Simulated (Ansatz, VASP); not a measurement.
# SrTeO: VASP beside Ansatz

```xyz
3
Lattice="-2.3129 2.3129 4.5582 2.3129 -2.3129 4.5582 2.3129 2.3129 -4.5582" Properties=species:S:1:pos:R:3 pbc="T T T"
Sr    0.0000    0.0000   -0.9637
Te    0.0000    0.0000    4.0672
O     0.0000    0.0000    6.0128
```

Alike in both runs: functional LDA; k mesh 8 × 8 × 8; occupations gaussian, width 0.02 eV; no spin polarisation.

Ansatz relaxed the structure, and its values are those at the end. VASP's run is a single point on that final structure, the one shown.

|  | VASP | Ansatz |
| --- | --- | --- |
| version | VASP 6.6.1 | Ansatz 0.2.0 |
| potentials or method | VASP PAW LDA potentials, release 64 (Sr_sv, Te, O), cutoff 520 eV | scalar-relativistic, plane waves, PAW |
| valence electrons in the cell | 22 | 32 |

Ansatz gave:

| Property | Result |
| --- | --- |
| gap on the k mesh at the Fermi level (eV) | 0.94 |
| least direct gap on the mesh (eV) | 0.95 |
| pressure (GPa) | 0.0 |
| rms of the force components (eV/Å) | 0.001 |

Question: What did VASP give for the same quantities?

Answer: gap on the k mesh at the Fermi level (eV): 0.92; least direct gap on the mesh (eV): 0.93; pressure (GPa): 0.3; rms of the force components (eV/Å): 0.060.

LDA's correlation is that of Perdew and Zunger in VASP and of Perdew and Wang (1992) in Ansatz. VASP's potentials hold 22 valence electrons a cell and Ansatz's 32, so a difference there can come from the potentials and not from the codes.

Neither program's run includes spin-orbit coupling.
